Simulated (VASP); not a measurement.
Set up this calculation in VASP 6.6.1, as the native input.

| Quantity | Value |
| --- | --- |
| Task | single point |
| Functional | PBEsol |
| Potentials or basis | VASP PAW PBE potentials, release 64 (Al, Sc_sv, N) |
| Cutoff | 520 eV |
| k mesh | 4 × 4 × 3 |
| Occupations | gaussian, width 0.01 eV |
| Spin | no spin polarisation |
| Dipole correction | no |
| Further INCAR settings | LREAL = Auto; ALGO = Normal; EDIFF = 1e-06; NBANDS = 106 |

The structure of Sc5Al11N16 lies in POSCAR:

```
Sc5Al11N16
1.0
    6.5230053281      0.0042717782      0.0102031721
   -3.2578031956      5.6130838390     -0.0050230748
    0.0158434350      0.0001407717     10.0611201882
Al Sc N
11 5 16
Direct
    0.3372800112      0.1666683608      0.7552404870
    0.1704812965      0.8321310907     -0.0065594729
    0.3375784071      0.6701025421      0.2458987063
    0.3387293378      0.6723760007      0.7533964102
    0.6685383083      0.3292126809     -0.0065046002
    0.8271257645      0.1638883615      0.2498423770
    0.6663058777      0.3333492131      0.5043236226
    0.8266490646      0.1626870431      0.7488020354
    0.6626033328      0.8383863652     -0.0027477977
    0.6651236199      0.8323675754      0.5002051424
    0.8306662502      0.6672911120      0.7528211282
    0.1601451622      0.3343653504     -0.0093340070
    0.3411607651      0.1661933835      0.2397952411
    0.1670499326      0.3345316192      0.4967640376
    0.1684614414      0.8319797952      0.5019755224
    0.8311177653      0.6648560766      0.2399076147
    0.1549675073      0.3394561809      0.2011605326
    0.3528915440      0.1753318684      0.4454692364
    0.1670726137      0.3336721314      0.7100696338
    0.3433826694      0.1603983289      0.9456392706
    0.1751364176      0.8201233104      0.1833152855
    0.3543036063      0.6781158605      0.4351335338
    0.1655928016      0.8328808905      0.7084617217
    0.3455240321      0.6864218028      0.9393484728
    0.6817525535      0.3241083470      0.1795305286
    0.8117036884      0.1570385211      0.4417069304
    0.6670105728      0.3345202206      0.6961279344
    0.8111639345      0.1548061773      0.9346565383
    0.6574849705      0.8444121301      0.1856118315
    0.8163093420      0.6577056668      0.4484137143
    0.6658296977      0.8322515457      0.6920085605
    0.8308577115      0.6683704473      0.9455198278
```

The input as run:

INCAR

```
PREC = Accurate
ENCUT = 520
EDIFF = 1E-6
ISMEAR = 0
SIGMA = 0.01
LREAL = Auto
LASPH = T
NELM = 100
ALGO = Normal
ISIF = 2
LWAVE = F
LCHARG = F
GGA = PS
NBANDS = 106
```

KPOINTS

```
Automatic mesh
0
Gamma
  4 4 3
```

Potentials or basis: VASP PAW PBE potentials, release 64 (Al, Sc_sv, N).

Run with:

```console
$ cat potpaw_PBE.64/Al/POTCAR potpaw_PBE.64/Sc_sv/POTCAR potpaw_PBE.64/N/POTCAR > POTCAR
$ mpirun -np 1 vasp_std > vasp.out
```

It gave:

```json
{
 "Pressure": "0.3 GPa",
 "Largest force": "0.068 eV/Å",
 "Band gap on the k mesh": "3.46 eV"
}
```

Caveat: the PAW data sets were made with another functional, which shifts forces and pressure a little; an odd mesh through Γ misses points on the zone boundary, where band edges can lie.

Wall time 47 min on 1 thread of Oxide Virtual Turin-like Processor, with other jobs on the host, peak memory 0.8 GiB.
